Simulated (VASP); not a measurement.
# SrO (P1) in VASP: density of states with PBE

Aim: the density of states of SrO with PBE.

All numbers are computed with VASP 6.6.1; they aren't measurements. Logs are shortened: lines on timing, memory, paths and dates and some standing lists are left out, and cuts for length are marked.

### Step 1. The cell of the first run

The typed cell holds 8 atoms: a = 5.240 Å, b = 5.422 Å, c = 6.345 Å, α = 66.46°, β = 114.19°, γ = 92.51°.

### Step 2. Density of states, PBE

POSCAR reads:

```
SrO
1.0
   -5.2379930000      0.0672620000     -0.1158730000
    0.1158730000     -0.1474690000      5.4191320000
    2.6096710000      5.1565610000      2.6200330000
Sr O
4 4
Direct
    0.7684500000      0.2633290000      0.5145370000
    0.2081360000      0.7622560000      0.4765600000
    0.0463710000      0.4563390000      0.0393360000
    0.5100950000      0.9579870000      0.0137320000
    0.9920630000      0.9856570000      0.9741950000
    0.5233350000      0.5103610000      0.9676870000
    0.7397270000      0.7653960000      0.4972320000
    0.2065350000      0.2361720000      0.5009620000
```

INCAR.step1 reads:

```
ALGO = Normal
EDIFF = 1E-6
ENCUT = 520
GGA = PE
ISIF = 2
ISMEAR = -1
LASPH = True
LCHARG = True
LREAL = False
LWAVE = False
NBANDS = 42
NELM = 80
PREC = Accurate
SIGMA = 0.1
```

KPOINTS.step1 reads:

```
k-points
0
Gamma
  4 4 4
```

INCAR.step2 reads:

```
ALGO = Normal
EDIFF = 1E-6
ENCUT = 520
GGA = PE
ICHARG = 11
ISIF = 2
ISMEAR = -5
LASPH = True
LCHARG = False
LORBIT = 11
LREAL = False
LWAVE = False
NEDOS = 2001
NELM = 80
PREC = Accurate
SIGMA = 0.1
```

KPOINTS.step2 reads:

```
k-points
0
Gamma
  6 6 6
```

Potentials or basis: VASP PAW PBE potentials, release 64 (Sr_sv, O).

Command:

```bash
cat potpaw_PBE.64/Sr_sv/POTCAR potpaw_PBE.64/O/POTCAR > POTCAR
cp INCAR.step1 INCAR
cp KPOINTS.step1 KPOINTS
mpirun -np 1 vasp_std > vasp.out
cp INCAR.step2 INCAR
cp KPOINTS.step2 KPOINTS
mpirun -np 1 vasp_std > vasp.out
```

OUTCAR:

```text
EDIFF = 1E-6
   ENCUT = 520
   GGA = PE
   ICHARG = 11
   ISIF = 2
   ISMEAR = -5
   LASPH = True
   LORBIT = 11
   LREAL = False
   NELM = 80
   PREC = Accurate

 ion  position               nearest neighbor table
   1  0.768  0.263  0.515-   8 2.35   5 2.45   7 2.69   7 2.74   6 2.88   8 2.91   2 3.47   3 3.60
                             3 3.60   3 3.64   4 3.67   4 3.71   4 3.76   2 3.78   4 3.89   2 3.91
   2  0.208  0.762  0.477-   7 2.51   6 2.62   8 2.64   5 2.64   7 2.73   8 2.79   1 3.47   4 3.49
                             3 3.55   3 3.58   4 3.66   4 3.68   3 3.72   1 3.78   1 3.91   1 3.95
   3  0.046  0.456  0.039-   8 2.45   6 2.60   6 2.70   5 2.73   5 2.74   7 2.89   2 3.55   4 3.57
                             2 3.58   1 3.60   1 3.60   1 3.64   2 3.72   4 3.81   4 3.81   4 3.91
   4  0.510  0.958  0.014-   7 2.54   6 2.57   5 2.63   5 2.63   8 2.73   6 2.89   2 3.49   3 3.57
                             2 3.66   1 3.67   2 3.68   1 3.71   1 3.76   3 3.81   3 3.81   1 3.89
   5  0.992  0.986  0.974-   1 2.45   4 2.63   4 2.63   2 2.64   3 2.73   3 2.74
   6  0.523  0.510  0.968-   4 2.57   3 2.60   2 2.62   3 2.70   1 2.88   4 2.89
   7  0.740  0.765  0.497-   2 2.51   4 2.54   1 2.69   2 2.73   1 2.74   3 2.89
   8  0.207  0.236  0.501-   1 2.35   3 2.45   2 2.64   4 2.73   2 2.79   1 2.91

  LATTYP: Found a triclinic cell.
 ALAT       =     5.4223763510
 B/A-ratio  =     1.3598106445
 C/A-ratio  =     1.1702391133
 COS(alpha) =     0.0024381002
 COS(beta)  =     0.3993384202
 COS(gamma) =     0.7042622107

  Lattice vectors:

 A1 = (  -0.1158730000,   0.1474690000,  -5.4191320000)
 A2 = (   5.1221200000,   0.0802070000,  -5.3032590000)
 A3 = (  -2.6096710000,  -5.1565610000,  -2.6200330000)

Analysis of symmetry for initial positions (statically):
=====================================================================
 Subroutine PRICEL returns:
 Original cell was already a primitive cell.

 Routine SETGRP: Setting up the symmetry group for a
 triclinic supercell.

 Subroutine GETGRP returns: Found  1 space group operations
 (whereof  1 operations were pure point group operations)
 out of a pool of  2 trial point group operations.

The static configuration has the point symmetry C_1 .

Analysis of symmetry for dynamics (positions and initial velocities):
=====================================================================
 Subroutine PRICEL returns:
 Original cell was already a primitive cell.

 Routine SETGRP: Setting up the symmetry group for a
[... 137 lines left out ...]
   IALGO  =     38    algorithm
   IMIX   =      4    mixing-type and parameters
     AMIX     =   0.40;   BMIX     =  1.00
     AMIX_MAG =   1.60;   BMIX_MAG =  1.00
  volume/ion in A,a.u.               =      18.65       125.87
  Fermi-wavevector in a.u.,A,eV,Ry     =   1.234622  2.333096 20.739228  1.524290
  Thomas-Fermi vector in A             =   2.369304
   LORBIT       =     11    0 simple, 1 ext, 2 COOP (PROOUT), +10 PAW based schemes
   GGA     = PE    functional components
   LHFCALC =     F    Hartree Fock is set to
   AEXX    =    0.0000 exact exchange contribution
   IVDW    =     0    specifies the selected vdW correction
   LEPSILON=     F    determine dielectric tensor
   LRPA    =     F    only Hartree local field effects (RPA)
 non-spin polarized calculation
 Fermi weights with tetrahedron method with Bloechl corrections
  energy-cutoff  :      520.00
  volume of cell :      149.21
 maximum number of plane-waves:      4032

 number of electron      63.9999997 magnetization

 Free energy of the ion-electron system (eV)
  ---------------------------------------------------
  ext. energy  EPLUGINS =         0.00000000
  ---------------------------------------------------
  free energy    TOTEN  =       -47.12000956 eV

  energy without entropy =      -47.12000956  energy(sigma->0) =      -47.12000956

 E-fermi :   1.4029     XC(G=0):  -9.5870

 val. band max:        1.4026326386   @ k =   0.0000   0.0000   0.0000
 cond. band min:       4.4600882558   @ k =   0.0000   0.0000   0.0000
 fundamental gap:      3.0574556172
 Fermi energy:         1.4029143679

 k-point     1 :       0.0000    0.0000    0.0000
  band No.  band energies     occupation
      1     -31.6272      2.00000
      2     -31.4894      2.00000
      3     -31.3957      2.00000
      4     -31.3152      2.00000
      5     -14.8031      2.00000
      6     -14.5430      2.00000
[... 973 lines left out ...]
     37       7.1035      0.00000
     38       7.3162      0.00000

 [... further k-points ...]

------------------------ aborting loop because EDIFF is reached ----------------------------------------

  FORCE on cell =-STRESS in cart. coord.  units (eV):
  Direction    XX          YY          ZZ          XY          YZ          ZX
  --------------------------------------------------------------------------------------
  -------------------------------------------------------------------------------------
  Total       -1.6638094     -1.8050681     -4.6133183      1.6127986      2.2047404     -2.8962217
  in kB      -17.8653366    -19.3821178    -49.5360136     17.3176022     23.6736431    -31.0985002
  external PRESSURE =     -28.9278227 kB  Pullay stress =       0.0000000 kB

 VOLUME and BASIS-vectors are now :
 -----------------------------------------------------------------------------
  energy-cutoff  :      520.00
  volume of cell :      149.21
      direct lattice vectors                 reciprocal lattice vectors
    -5.237993000  0.067262000 -0.115873000    -0.189867509  0.092744459  0.006583610
     0.115873000 -0.147469000  5.419132000    -0.005185483 -0.089948187  0.182194545
     2.609671000  5.156561000  2.620033000     0.002328329  0.190145574  0.005124582

 POSITION                                       TOTAL-FORCE (eV/Angst)
 -----------------------------------------------------------------------------------
     -2.65185      2.66610      2.68608         0.739888      0.192562     -0.797703
      0.24177      2.35900      5.35525        -0.807585      1.110893      0.165563
     -0.08736      0.13866      2.57065         0.674727     -1.378317      0.253169
     -2.52503     -0.03615      5.16833        -0.151250     -0.821387      0.405740
     -2.53988      4.94487      7.77888        -0.112764      0.970766      0.394230
     -0.15674      4.94988      5.24045         0.709705      0.702978     -0.008493
     -2.48838      2.50089      5.36483        -0.131999     -0.520214     -0.502010
      0.25288      2.56231      2.56845        -0.920721     -0.257282      0.089504
 -----------------------------------------------------------------------------------
    total drift:                               -0.000053      0.000677     -0.000156

  FREE ENERGIE OF THE ION-ELECTRON SYSTEM (eV)
  ---------------------------------------------------
  free  energy   TOTEN  =       -47.1200095604 eV

  energy  without entropy=      -47.1200095604  energy(sigma->0) =      -47.12000956

 total charge

# of ion       s       p       d       tot
------------------------------------------
    1        2.016   5.796   0.257   8.068
    2        2.013   5.795   0.230   8.038
    3        2.013   5.790   0.232   8.035
    4        2.013   5.794   0.231   8.038
    5        1.552   3.396   0.000   4.948
    6        1.552   3.368   0.000   4.920
    7        1.552   3.378   0.000   4.930
    8        1.554   3.407   0.000   4.962
--------------------------------------------------
tot         14.266  36.724   0.949  51.939
```

Wall time 7.4 min (1 thread of AMD EPYC 9R45 (Zen 5), shared host); peak memory 0.56 GiB.

What came out:

```
Valence electrons inside the program's atomic spheres : Sr 8.07, 8.04; O 4.95, 4.92, 4.93, 4.96
```

Levels at points of the mesh, in eV from the valence-band top:
```
           k point  band 29  band 30  band 31  band 32  band 33  band 34  band 35  band 36
(0.00, 0.00, 0.00)    -0.25    -0.18    -0.08     0.00     3.06     3.17     4.98     5.09
(0.50, 0.00, 0.00)    -0.71    -0.49    -0.40    -0.28     4.50     4.62     5.27     5.32
(0.00, 0.50, 0.00)    -0.54    -0.47    -0.44    -0.12     4.38     4.73     5.41     5.51
(0.50, 0.50, 0.00)    -0.88    -0.79    -0.51    -0.38     5.03     5.20     5.61     5.70
(0.00, 0.00, 0.50)    -0.25    -0.22    -0.16    -0.01     3.19     3.38     3.87     4.43
(0.50, 0.00, 0.50)    -0.65    -0.50    -0.46    -0.29     4.37     4.75     5.15     5.34
(0.00, 0.50, 0.50)    -0.53    -0.52    -0.42    -0.09     4.47     4.65     5.10     5.35
(0.50, 0.50, 0.50)    -0.88    -0.78    -0.64    -0.20     5.24     5.48     5.53     5.94
```
